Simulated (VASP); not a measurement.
Runs of VASP 6.6.1 on NaH. The structure is that of space group Pm-3m (No. 221), or close to it. The cells are those of the table. 

| task | level | potentials or basis | cell | k mesh | cutoff (eV) | smearing | gap on the mesh (eV) | pressure (GPa) |
| --- | --- | --- | --- | --- | --- | --- | --- | --- |
| single point | LDA | VASP PAW LDA potentials, release 64 (Na_pv, H) | a = 2.874 Å, 2 atoms | 8 × 8 × 8 | 520 | fermi-dirac 0.02 eV | (a) | -0.1 |
| relaxation of cell and atoms | PBE | VASP PAW PBE potentials, release 64 (Na_pv, H) | relaxed from a = 2.421 Å, 2 atoms | 10 × 10 × 10 | 600 | fermi-dirac 0.02 eV | 1.03 | 0.0 |
| single point | PBE | VASP PAW PBE potentials, release 64 (Na_pv, H) | a = 2.965 Å, 2 atoms | 10 × 10 × 10 | 520 | fermi-dirac 0.02 eV | 1.03 | -0.1 |
| single point | LDA | VASP PAW LDA potentials, release 64 (Na_pv, H) | a = 2.932 Å, 2 atoms | 8 × 8 × 8 | 520 | gaussian 0.01 eV | (b) | -1.6 |
| single point | r2SCAN | VASP PAW PBE potentials, release 64 (Na_pv, H) | a = 2.932 Å, 2 atoms | 8 × 8 × 8 | 520 | fermi-dirac 0.02 eV | 1.61 | -0.3 |

Alike in all rows: no spin polarisation.

Question: Fill in the values left out.

Answer: (a) 0.56; (b) 0.57.

Caveats: the PAW data sets were made with another functional, which shifts forces and pressure a little (some runs).

A k mesh can miss the band edges.
